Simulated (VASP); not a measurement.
Write the native input for VASP 6.6.1 that does the following.

```yaml
Task: relaxation of cell and atoms
Functional: PBE
Potentials_or_basis: VASP PAW PBE potentials, release 64 (Ge_d)
Cutoff: 600 eV
k_mesh: 8 × 8 × 8
Occupations: fermi-dirac, width 0.05 eV
Spin: no spin polarisation
Target_pressure: 10 GPa
Dipole_correction: no
Further_INCAR_settings: ALGO = Normal; EDIFF = 1e-06; IBRION = 2; EDIFFG = -0.01; NSW = 60; ISIF = 3
```

The structure of Ge lies in POSCAR:

```
Ge
1.0
    0.0000000000      2.8289100000      2.8289100000
    2.8289100000      0.0000000000      2.8289100000
    2.8289100000      2.8289100000      0.0000000000
Ge
2
Direct
    0.7500000000      0.7500000000      0.7500000000
    0.5000000000      0.5000000000      0.5000000000
```

The input as run:

INCAR

```
SYSTEM = Ge
ALGO     = Normal         ! electronic algorithm
EDIFF    = 1E-6           ! SCF threshold, eV
EDIFFG   = -0.01          ! ionic threshold
ENCUT    = 600            ! plane-wave cutoff, eV
GGA      = PE             ! functional
IBRION   = 2              ! ionic algorithm
ISIF     = 3              ! what is computed and relaxed
ISMEAR   = -1             ! smearing method
LASPH    = .TRUE.         ! aspherical terms in the spheres
LCHARG   = .FALSE.        ! write CHGCAR
LREAL    = .FALSE.        ! projectors in reciprocal space
LWAVE    = .FALSE.        ! write WAVECAR
NELM     = 100            ! most SCF steps
NSW      = 60             ! ionic steps
PREC     = Accurate       ! precision mode
PSTRESS  = 100.0        
SIGMA    = 0.05           ! smearing width, eV
```

KPOINTS

```
k-points
0
G
  8 8 8
  0 0 0
```

Potentials or basis: VASP PAW PBE potentials, release 64 (Ge_d).

Launch:

```sh
$ cat potpaw_PBE.64/Ge_d/POTCAR > POTCAR
$ mpirun -np 1 vasp_std > vasp.out
```

Results of the run:

```json
{
  "Relaxed volume": "21.06 Å³/atom",
  "Relaxed cell": "a = 3.906 Å, b = 3.906 Å, c = 3.906 Å, α = 60.00°, β = 60.00°, γ = 60.00°",
  "Space group after relaxing (to 0.1 Å)": "Fd-3m (No. 227)",
  "Energy change on relaxing (the run minimises the enthalpy)": "+64.6 meV/atom",
  "Ionic steps": "9",
  "Pressure after relaxing": "10.0 GPa",
  "Band gap on the k mesh": "0.41 eV (least direct gap 0.71 eV)"
}
```

Caveat: the cell is relaxed towards a set pressure, so the run minimises the enthalpy, not the energy; semilocal functionals underestimate gaps, and a narrow one can read as zero.

Run time: 2.7 min on 1 thread of Intel Xeon 8259CL (shared host), peak memory 0.19 GiB.
